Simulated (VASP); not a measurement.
# TiAl2 (Cmmm) in VASP: further runs

TiAl2 is run at these levels: LDA; tasks: single point.

Everything below comes from runs of VASP 6.6.1. Logs are shortened: lines on timing, memory, paths and dates and some standing lists are left out, and cuts for length are marked.

## 1. The cell of the first run

It takes space group Cmmm (No. 65, orthorhombic). The conventional cell has a = 3.964 Å, b = 12.257 Å, c = 4.033 Å, α = 90.00°, β = 90.00°, γ = 90.00°. Within 3.6 Å of Ti (site symmetry m2m) lie 10 Al at 2.75 to 2.91 Å and 2 Ti at 3.04 Å. Within 3.6 Å of Al (site symmetry mmm) lie 4 Ti at 2.75 Å and 8 Al at 2.83 to 2.93 Å. Within 3.6 Å of Al (site symmetry m2m) lie 6 Al at 2.74 to 2.93 Å and 6 Ti at 2.84 to 2.91 Å. Within 3.7 Å of Al (site symmetry mmm) lie 4 Ti at 2.78 Å and 8 Al at 2.83 to 2.90 Å.

## 2. Single point, LDA (16.33 Å³/atom)

File INCAR:

```
SYSTEM = TiAl2
PREC = Accurate ; ENCUT = 520
EDIFF = 1E-7 ; ISMEAR = 0
SIGMA = 0.15 ; LREAL = .FALSE.
LASPH = .TRUE. ; NELM = 60
ALGO = Fast ; ISIF = 2
LWAVE = .FALSE. ; LCHARG = .FALSE.
NBANDS = 27
```

File KPOINTS:

```
regular mesh
0
G
  12 12 12
  0 0 0
```

File POSCAR:

```
TiAl2
1.0
    1.9819265303     -6.1283297511      0.0000000000
    1.9819265303      6.1283297511      0.0000000000
    0.0000000000      0.0000000000      4.0332130795
Ti Al
2 4
Direct
    0.6560576955      0.3439423045      0.0000000000
    0.3439423045      0.6560576955      0.0000000000
    0.0000000000      0.0000000000      0.0000000000
    0.8269820961      0.1730179039      0.5000000000
    0.1730179039      0.8269820961      0.5000000000
    0.5000000000      0.5000000000      0.5000000000
```

Potentials or basis: VASP PAW LDA potentials, release 64 (Ti_sv, Al).

Started as:

```bash
$ cat potpaw_LDA.64/Ti_sv/POTCAR potpaw_LDA.64/Al/POTCAR > POTCAR
$ mpirun -np 1 vasp_std > vasp.out
```

OUTCAR:

```text
SYSTEM = TiAl2
   PREC = Accurate
   ENCUT = 520
   EDIFF = 1E-7
   ISMEAR = 0
   LREAL = .FALSE.
   LASPH = .TRUE.
   NELM = 60
   ISIF = 2

 ion  position               nearest neighbor table
   1  0.656  0.344  0.000-   3 2.75   3 2.75   6 2.78   6 2.78   5 2.84   5 2.84   5 2.84   5 2.84
                             4 2.91   4 2.91
   2  0.344  0.656  0.000-   3 2.75   3 2.75   6 2.78   6 2.78   4 2.84   4 2.84   4 2.84   4 2.84
                             5 2.91   5 2.91
   3  0.000  0.000  0.000-   1 2.75   2 2.75   1 2.75   2 2.75   6 2.83   6 2.83   6 2.83   6 2.83
                             4 2.93   4 2.93   5 2.93   5 2.93
   4  0.827  0.173  0.500-   5 2.74   5 2.74   2 2.84   2 2.84   2 2.84   2 2.84   6 2.90   6 2.90
                             1 2.91   1 2.91   3 2.93   3 2.93
   5  0.173  0.827  0.500-   4 2.74   4 2.74   1 2.84   1 2.84   1 2.84   1 2.84   6 2.90   6 2.90
                             2 2.91   2 2.91   3 2.93   3 2.93
   6  0.500  0.500  0.500-   1 2.78   2 2.78   1 2.78   2 2.78   3 2.83   3 2.83   3 2.83   3 2.83
                             5 2.90   4 2.90   5 2.90   4 2.90

  LATTYP: Found a base centered orthorhombic cell.
 ALAT       =     3.9638530606
 B/A-ratio  =     3.0921074305
 C/A-ratio  =     1.0174981307

  Lattice vectors:

 A1 = (   1.9819265303,  -6.1283297511,   0.0000000000)
 A2 = (   1.9819265303,   6.1283297511,   0.0000000000)
 A3 = (   0.0000000000,   0.0000000000,   4.0332130795)

Analysis of symmetry for initial positions (statically):
=====================================================================
 Subroutine PRICEL returns:
 Original cell was already a primitive cell.

 Routine SETGRP: Setting up the symmetry group for a
 base centered orthorhombic supercell.

 Subroutine GETGRP returns: Found  8 space group operations
 (whereof  8 operations were pure point group operations)
 out of a pool of  8 trial point group operations.

The static configuration has the point symmetry D_2h.

Analysis of symmetry for dynamics (positions and initial velocities):
=====================================================================
 Subroutine PRICEL returns:
 Original cell was already a primitive cell.

 Routine SETGRP: Setting up the symmetry group for a
 base centered orthorhombic supercell.

 Subroutine GETGRP returns: Found  8 space group operations
 (whereof  8 operations were pure point group operations)
 out of a pool of  8 trial point group operations.

The dynamic configuration has the point symmetry D_2h.

 Subroutine INISYM returns: Found  8 space group operations
 (whereof  8 operations are pure point group operations),
 and found     1 'primitive' translations

----------------------------------------------------------------------------------------

                                     Primitive cell

  volume of cell :      97.9740

  direct lattice vectors                    reciprocal lattice vectors
     1.981926530 -6.128329751  0.000000000     0.252279786 -0.081588299  0.000000000
     1.981926530  6.128329751  0.000000000     0.252279786  0.081588299  0.000000000
     0.000000000  0.000000000  4.033213080     0.000000000  0.000000000  0.247941277

  length of vectors
     6.440842981  6.440842981  4.033213080     0.265144754  0.265144754  0.247941277

  position of ions in fractional coordinates (direct lattice)
     0.656057696  0.343942304  0.000000000
     0.343942304  0.656057696  0.000000000
     0.000000000  0.000000000  0.000000000
     0.826982096  0.173017904  0.500000000
     0.173017904  0.826982096  0.500000000
     0.500000000  0.500000000  0.500000000

  ion indices of the primitive-cell ions
   primitive index   ion index
                 1           1
                 2           2
                 3           3
                 4           4
                 5           5
                 6           6

----------------------------------------------------------------------------------------

 KPOINTS: regular mesh

Automatic generation of k-mesh.
 Grid dimensions read from file:
 generate k-points for:   12   12   12

 Generating k-lattice:

  Cartesian coordinates                     Fractional coordinates (reciprocal lattice)
     0.021023315 -0.006799025  0.000000000     0.083333333  0.000000000  0.000000000
     0.021023315  0.006799025  0.000000000     0.000000000  0.083333333  0.000000000
     0.000000000  0.000000000  0.020661773     0.000000000  0.000000000  0.083333333

  Length of vectors
     0.022095396  0.022095396  0.020661773

  Shift w.r.t. Gamma in fractional coordinates (k-lattice)
     0.000000000  0.000000000  0.000000000

 Subroutine IBZKPT returns following result:
 ===========================================

 Found    301 irreducible k-points:

 Following reciprocal coordinates:
            Coordinates               Weight
  0.000000  0.000000  0.000000      1.000000
  0.083333  0.000000  0.000000      4.000000
[... 38 lines left out ...]
   NUPDOWN=      -1.0000    fix difference up-down
   EMIN   =  10.00;   EMAX   =-10.00  energy-range for DOS
   EFERMI =   0.00;   METHOD = LEGACY
   ISMEAR =     0;   SIGMA  =   0.15  broadening in eV -4-tet -1-fermi 0-gaus
   EFERMI_NEDOS =   21; number of points for ismear=-14 and -15
   IALGO  =     68    algorithm
   IMIX   =      4    mixing-type and parameters
     AMIX     =   0.40;   BMIX     =  1.00
     AMIX_MAG =   1.60;   BMIX_MAG =  1.00
  volume/ion in A,a.u.               =      16.33       110.19
  Fermi-wavevector in a.u.,A,eV,Ry     =   1.172570  2.215836 18.706923  1.374920
  Thomas-Fermi vector in A             =   2.308996
   LORBIT       =      0    0 simple, 1 ext, 2 COOP (PROOUT), +10 PAW based schemes
   GGA     = CA    functional components
   LHFCALC =     F    Hartree Fock is set to
   AEXX    =    0.0000 exact exchange contribution
   IVDW    =     0    specifies the selected vdW correction
   LEPSILON=     F    determine dielectric tensor
   LRPA    =     F    only Hartree local field effects (RPA)
 non-spin polarized calculation
 RMM-DIIS sequential band-by-band and
 Gauss-broadening in eV      SIGMA  =   0.15
  energy-cutoff  :      520.00
  volume of cell :       97.97
 maximum number of plane-waves:      2673
   NGX = 23   NGY = 23   NGZ = 15

 number of electron      36.0000006 magnetization

 Free energy of the ion-electron system (eV)
  ---------------------------------------------------
  ext. energy  EPLUGINS =         0.00000000
  ---------------------------------------------------
  free energy    TOTEN  =       -36.39228420 eV

  energy without entropy =      -36.36145965  energy(sigma->0) =      -36.37687192

 E-fermi :   8.0170     XC(G=0): -10.9486

 val. band max:        8.0159852843   @ k =   0.4167   0.3333   0.5000
 cond. band min:       8.0204091441   @ k =  -0.2500   0.2500   0.3333
 fundamental gap:      0.0044238599
 Fermi energy:         8.0169957913

 k-point     1 :       0.0000    0.0000    0.0000
  band No.  band energies     occupation
      1     -48.0714      2.00000
      2     -48.0455      2.00000
      3     -24.8024      2.00000
      4     -24.7736      2.00000
      5     -24.7594      2.00000
      6     -24.7433      2.00000
[... 19 lines left out ...]
     26      11.2278      0.00000
     27      11.8874      0.00000

 k-point     2 :       0.0833    0.0000    0.0000
  band No.  band energies     occupation
      1     -48.0709      2.00000
      2     -48.0459      2.00000
      3     -24.8018      2.00000
      4     -24.7739      2.00000
      5     -24.7598      2.00000
      6     -24.7454      2.00000
[... 19 lines left out ...]
     26      11.7925      0.00000
     27      11.9786      0.00000

 k-point     3 :       0.1667    0.0000    0.0000
  band No.  band energies     occupation
      1     -48.0695      2.00000
      2     -48.0471      2.00000
      3     -24.8001      2.00000
      4     -24.7751      2.00000
      5     -24.7611      2.00000
      6     -24.7508      2.00000
[... 594 lines left out ...]
      1     -48.0640      2.00000
      2     -48.0518      2.00000
      3     -24.7936      2.00000
      4     -24.7803      2.00000
      5     -24.7676      2.00000
      6     -24.7617      2.00000
[... 19 lines left out ...]
     26      11.4285      0.00000
     27      11.5406      0.00000

 k-point    24 :      -0.4167    0.1667    0.0000
  band No.  band energies     occupation
      1     -48.0669      2.00000
      2     -48.0493      2.00000
      3     -24.7970      2.00000
      4     -24.7776      2.00000
      5     -24.7612      2.00000
      6     -24.7569      2.00000
[... 19 lines left out ...]
     26      11.2043      0.00000
     27      12.1821      0.00000

 [... further k-points ...]

------------------------ aborting loop because EDIFF is reached ----------------------------------------

  FORCE on cell =-STRESS in cart. coord.  units (eV):
  Direction    XX          YY          ZZ          XY          YZ          ZX
  --------------------------------------------------------------------------------------
  -------------------------------------------------------------------------------------
  Total       -4.8288940     -4.8505213     -4.7310829     -0.0000000      0.0000000      0.0000000
  in kB      -78.9673224    -79.3209954    -77.3678102     -0.0000000      0.0000000      0.0000000
  external PRESSURE =     -78.5520426 kB  Pullay stress =       0.0000000 kB

 VOLUME and BASIS-vectors are now :
 -----------------------------------------------------------------------------
  energy-cutoff  :      520.00
  volume of cell :       97.97
      direct lattice vectors                 reciprocal lattice vectors
     1.981926530 -6.128329751  0.000000000     0.252279786 -0.081588299  0.000000000
     1.981926530  6.128329751  0.000000000     0.252279786  0.081588299  0.000000000
     0.000000000  0.000000000  4.033213080     0.000000000  0.000000000  0.247941277

 POSITION                                       TOTAL-FORCE (eV/Angst)
 -----------------------------------------------------------------------------------
      1.98193     -1.91275      0.00000        -0.000000      0.058983      0.000000
      1.98193      1.91275      0.00000        -0.000000     -0.058983      0.000000
      0.00000      0.00000      0.00000        -0.000000      0.000000      0.000000
      1.98193     -4.00771      2.01661        -0.000000      0.079769      0.000000
      1.98193      4.00771      2.01661        -0.000000     -0.079769     -0.000000
      1.98193      0.00000      2.01661         0.000000     -0.000000      0.000000
 -----------------------------------------------------------------------------------
    total drift:                                0.000000      0.000000      0.000000

  FREE ENERGIE OF THE ION-ELECTRON SYSTEM (eV)
  ---------------------------------------------------
  free  energy   TOTEN  =       -36.3922841992 eV

  energy  without entropy=      -36.3614596499  energy(sigma->0) =      -36.37687192
```

Wall time 51 min (1 thread of Intel Xeon Platinum 8488C (Sapphire Rapids), shared host); peak memory 0.69 GiB.

Results:

```yaml
Free_energy: -36.3923 eV
Pressure: -7.9 GPa
Largest_force: 0.080 eV/Å
Band_gap_on_the_k_mesh: zero (bands 18 and 19 overlap by 1.39 eV)
```

Forces on the atoms (eV/Å):
```
Ti   0.000  0.059  0.000
Ti   0.000 -0.059  0.000
Al   0.000  0.000  0.000
Al   0.000  0.080  0.000
Al   0.000 -0.080  0.000
Al   0.000  0.000  0.000
```

Stress tensor (GPa, compression positive):
```
-7.90  0.00  0.00
 0.00 -7.93  0.00
 0.00  0.00 -7.74
```

Caveat: the cell stands under tension.

## 3. Single point, LDA (16.33 Å³/atom)

File INCAR:

```
SYSTEM = TiAl2
PREC = Accurate ; ENCUT = 520
EDIFF = 1E-7 ; ISMEAR = 0
SIGMA = 0.15 ; LREAL = .False.
LASPH = .True. ; NELM = 80
ALGO = Fast ; ISIF = 2
LWAVE = .False. ; LCHARG = .True.
GGA = CA ; LELF = .True.
LVHAR = .True. ; NBANDS = 27
```

File KPOINTS:

```
Automatic mesh
0
Gamma
  12 12 12
  0 0 0
```

POSCAR: that of step 2 with these lines changed.

```diff
@@ -2,5 +2,5 @@
 1.0
-    1.9819265303     -6.1283297511      0.0000000000
-    1.9819265303      6.1283297511      0.0000000000
-    0.0000000000      0.0000000000      4.0332130795
+    1.9469305228     -6.0201183363      0.0000000000
+    1.9469305228      6.0201183363      0.0000000000
+    0.0000000000      0.0000000000      4.1795099339
 Ti Al
```

Potentials or basis: VASP PAW LDA potentials, release 64 (Ti_sv, Al).

Started as:

```bash
$ cat potpaw_LDA.64/Ti_sv/POTCAR potpaw_LDA.64/Al/POTCAR > POTCAR
$ mpirun -np 1 vasp_std > vasp.out
```

It took 55 min on 1 thread of Intel Xeon Platinum 8488C (Sapphire Rapids), shared host; peak memory 0.69 GiB.

The run converged. Its results:

- Free energy: -36.3247 eV
- Pressure: -7.6 GPa
- Largest force: 0.120 eV/Å
- Band gap on the k mesh: zero (bands 18 and 19 overlap by 1.19 eV)

Forces on the atoms (eV/Å):
```
Ti   0.000 -0.120  0.000
Ti   0.000  0.120  0.000
Al   0.000  0.000  0.000
Al   0.000  0.038  0.000
Al   0.000 -0.038  0.000
Al   0.000  0.000  0.000
```

Stress tensor (GPa, compression positive):
```
 -5.57   0.00   0.00
  0.00  -5.29   0.00
  0.00   0.00 -11.87
```

Levels at points of the mesh, in eV from the Fermi level:
```csv
k point,band 15,band 16,band 17,band 18,band 19,band 20,band 21,band 22
"(0.00, 0.00, 0.00)",-1.32,-1.02,-0.40,-0.33,0.32,0.42,0.94,0.94
"(0.50, 0.00, 0.00)",-1.80,-1.42,-0.95,-0.49,0.73,0.90,1.23,1.45
"(0.50, 0.50, 0.00)",-1.51,-1.12,-0.97,-0.37,0.18,0.94,1.12,1.34
"(0.00, 0.00, 0.50)",-1.34,-0.63,-0.12,0.06,0.41,0.81,0.99,1.36
"(0.50, 0.00, 0.50)",-2.28,-1.69,-1.35,-1.02,-0.52,0.90,0.96,1.37
"(0.50, 0.50, 0.50)",-1.76,-0.81,0.24,0.59,0.77,1.10,1.34,1.71
```

Caveat: the stress differs along the axes, from -12 to -5 GPa.

## 4. Single point, LDA (13.91 Å³/atom)

This run uses another cell than the first one, of 13.91 Å³/atom.

File INCAR:

```
ALGO = Fast
EDIFF = 1E-6
ENCUT = 520
GGA = CA
ISIF = 2
ISMEAR = 0
LASPH = True
LCHARG = True
LELF = True
LREAL = False
LVHAR = True
LWAVE = False
NBANDS = 27
NELM = 80
PREC = Accurate
SIGMA = 0.15
```

File KPOINTS:

```
k-points
0
Gamma
  12 12 12
```

POSCAR: that of step 3 with these lines changed.

```diff
@@ -2,5 +2,5 @@
 1.0
-    1.9469305228     -6.0201183363      0.0000000000
-    1.9469305228      6.0201183363      0.0000000000
-    0.0000000000      0.0000000000      4.1795099339
+    1.9125257262     -5.9137350093      0.0000000000
+    1.9125257262      5.9137350093      0.0000000000
+    0.0000000000      0.0000000000      3.6895996022
 Ti Al
```

Started as:

```bash
$ cat potpaw_LDA.64/Ti_sv/POTCAR potpaw_LDA.64/Al/POTCAR > POTCAR
$ mpirun -np 1 vasp_std > vasp.out
```

Run time: 42 min. Hardware: 1 thread of Intel Xeon Platinum 8259CL at 2.50GHz (Skylake/Cascade Lake), shared host; peak memory 0.62 GiB.

Results (log left out):

| Quantity | Value |
| --- | --- |
| Free energy | -36.2446 eV |
| Pressure | 12.1 GPa |
| Largest force | 0.064 eV/Å |
| Band gap on the k mesh | zero (bands 18 and 19 overlap by 1.86 eV) |

Forces on the atoms (eV/Å):
```
Ti   0.000  0.044  0.000
Ti   0.000 -0.044  0.000
Al   0.000  0.000  0.000
Al   0.000 -0.064  0.000
Al   0.000  0.064  0.000
Al   0.000  0.000  0.000
```

Stress tensor (GPa, compression positive):
```
 9.90  0.00  0.00
 0.00  9.29  0.00
 0.00  0.00 17.15
```

Levels at points of the mesh, in eV from the Fermi level:
```
           k point  band 14  band 15  band 16  band 17  band 18  band 19  band 20  band 21  band 22  band 23
(0.00, 0.00, 0.00)    -1.99    -1.57    -0.77    -0.73    -0.21     0.42     0.77     0.85     0.94     1.10
(0.50, 0.00, 0.00)    -2.19    -1.50    -1.19    -1.18    -0.03     0.95     1.28     1.45     1.48     2.07
(0.50, 0.50, 0.00)    -2.12    -1.64    -1.44    -0.69    -0.46     0.27     1.15     1.30     1.68     1.88
(0.00, 0.00, 0.50)    -2.64    -1.91    -1.15    -0.28     0.05     0.56     1.20     1.38     1.39     1.52
(0.50, 0.00, 0.50)    -3.69    -2.52    -1.83    -1.71    -1.31    -0.63     1.31     1.57     1.59     1.83
(0.50, 0.50, 0.50)    -2.48    -2.35    -0.98    -0.19     0.90     1.23     1.61     1.78     1.89     1.99
```

Caveat: the stress differs along the axes, from 9 to 17 GPa.

## 5. Single point, LDA (13.91 Å³/atom)

This run uses another cell than the first one, of 13.91 Å³/atom.

File INCAR:

```
ALGO = Fast
EDIFF = 1E-6
ENCUT = 520
ISIF = 2
ISMEAR = 0
LASPH = T
LCHARG = F
LREAL = F
LWAVE = F
NBANDS = 27
NELM = 60
PREC = Accurate
SIGMA = 0.15
```

KPOINTS is that of step 4.

POSCAR: that of step 4 with these lines changed.

```diff
@@ -2,5 +2,5 @@
 1.0
-    1.9125257262     -5.9137350093      0.0000000000
-    1.9125257262      5.9137350093      0.0000000000
-    0.0000000000      0.0000000000      3.6895996022
+    1.8787834745     -5.8094003419      0.0000000000
+    1.8787834745      5.8094003419      0.0000000000
+    0.0000000000      0.0000000000      3.8233173466
 Ti Al
```

Started as:

```bash
$ cat potpaw_LDA.64/Ti_sv/POTCAR potpaw_LDA.64/Al/POTCAR > POTCAR
$ mpirun -np 1 vasp_std > vasp.out
```

Run time: 42 min. Hardware: 1 thread of Intel Xeon Platinum 8259CL at 2.50GHz (Skylake/Cascade Lake), shared host; peak memory 0.63 GiB.

It converged, with:

```
Free energy            : -36.3116 eV
Pressure               : 12.2 GPa
Largest force          : 0.140 eV/Å
Band gap on the k mesh : zero (bands 18 and 19 overlap by 1.75 eV)
```

Forces on the atoms (eV/Å):
```
Ti   0.000 -0.099  0.000
Ti   0.000  0.099  0.000
Al   0.000  0.000  0.000
Al   0.000 -0.140  0.000
Al   0.000  0.140  0.000
Al   0.000  0.000  0.000
```

Stress tensor (GPa, compression positive):
```
12.42  0.00  0.00
 0.00 12.48  0.00
 0.00  0.00 11.82
```

Levels at points of the mesh, in eV from the Fermi level:
| k point | band 14 | band 15 | band 16 | band 17 | band 18 | band 19 | band 20 | band 21 | band 22 | band 23 |
| --- | --- | --- | --- | --- | --- | --- | --- | --- | --- | --- |
| (0.00, 0.00, 0.00) | -1.98 | -1.69 | -0.68 | -0.61 | -0.57 | 0.37 | 0.63 | 1.02 | 1.09 | 1.18 |
| (0.50, 0.00, 0.00) | -2.02 | -1.84 | -1.44 | -1.13 | -0.28 | 0.88 | 1.31 | 1.55 | 1.64 | 2.01 |
| (0.50, 0.50, 0.00) | -2.10 | -1.88 | -1.30 | -0.74 | -0.49 | 0.20 | 1.32 | 1.38 | 1.46 | 1.65 |
| (0.00, 0.00, 0.50) | -2.56 | -1.73 | -0.95 | -0.17 | 0.07 | 0.65 | 1.16 | 1.31 | 1.49 | 1.50 |
| (0.50, 0.00, 0.50) | -3.79 | -2.43 | -1.77 | -1.62 | -1.24 | -0.57 | 1.43 | 1.48 | 1.50 | 1.79 |
| (0.50, 0.50, 0.50) | -2.40 | -2.19 | -0.95 | 0.04 | 1.00 | 1.08 | 1.54 | 1.70 | 1.88 | 1.99 |

Caveat: the cell stands under pressure.

## 6. Overview

| cell | further INCAR settings | gap on the mesh (eV) | pressure (GPa) | largest force (eV/Å) |
| --- | --- | --- | --- | --- |
| a = 6.441, b = 6.441, c = 4.033 Å, angles 90.0, 90.0, 144.2°, 6 atoms | ALGO = Fast; EDIFF = 1e-07; NBANDS = 27 | none | -7.9 | 0.08 |
| a = 6.327, b = 6.327, c = 4.180 Å, angles 90.0, 90.0, 144.2°, 6 atoms | ALGO = Fast; EDIFF = 1e-07; NBANDS = 27 | none | -7.6 | 0.12 |
| a = 6.215, b = 6.215, c = 3.690 Å, angles 90.0, 90.0, 144.2°, 6 atoms | ALGO = Fast; EDIFF = 1e-06; NBANDS = 27 | none | 12.1 | 0.06 |
| a = 6.106, b = 6.106, c = 3.823 Å, angles 90.0, 90.0, 144.2°, 6 atoms | ALGO = Fast; EDIFF = 1e-06; NBANDS = 27 | none | 12.2 | 0.14 |

Alike in all rows: task single point; level LDA; potentials or basis VASP PAW LDA potentials, release 64 (Ti_sv, Al); no spin polarisation; k mesh 12 × 12 × 12; cutoff (eV) 520; smearing gaussian 0.15 eV.

Caveats: the cell stands under tension (at least some runs); the stress differs along the axes, from -12 to -5 GPa (at least some runs); the stress differs along the axes, from 9 to 17 GPa (at least some runs); the cell stands under pressure (at least some runs).

Total energies depend on the potentials used, so only differences within one code and one set of settings carry meaning.
